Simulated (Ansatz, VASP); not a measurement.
## One calculation of Ba3SbP, two programs

```
Ba Sb P
1.0
     6.11318    0.00000    0.00000
     0.00000    6.11318    0.00000
     0.00000    0.00000    6.11318
Ba Sb P
3 1 1
Direct
  0.00000 0.50000 0.50000
  0.50000 0.00000 0.50000
  0.50000 0.50000 0.00000
  0.00000 0.00000 0.00000
  0.50000 0.50000 0.50000
```

Alike in both runs: task single point; functional PBE; k mesh 4 × 4 × 4; no spin polarisation.

```csv
,VASP,Ansatz
version,VASP 6.6.1,Ansatz 0.2.0
potentials or method,"VASP PAW PBE potentials, release 64 (Ba_sv, Sb_d_GW, P), cutoff 500 eV","scalar-relativistic, plane waves, PAW"
occupations,"fermi-dirac, width 0.1 eV",fermi-dirac
valence electrons in the cell,50,50
```

Ansatz gave:

| Item | Value |
| --- | --- |
| gap on the k mesh at the Fermi level (eV) | 0.39 |
| least direct gap on the mesh (eV) | 0.39 |
| pressure (GPa) | -0.5 |

Q: Which values does VASP return?

A: gap on the k mesh at the Fermi level (eV): 0.29; least direct gap on the mesh (eV): 0.29; pressure (GPa): -0.1.

Spin-orbit coupling is off throughout.
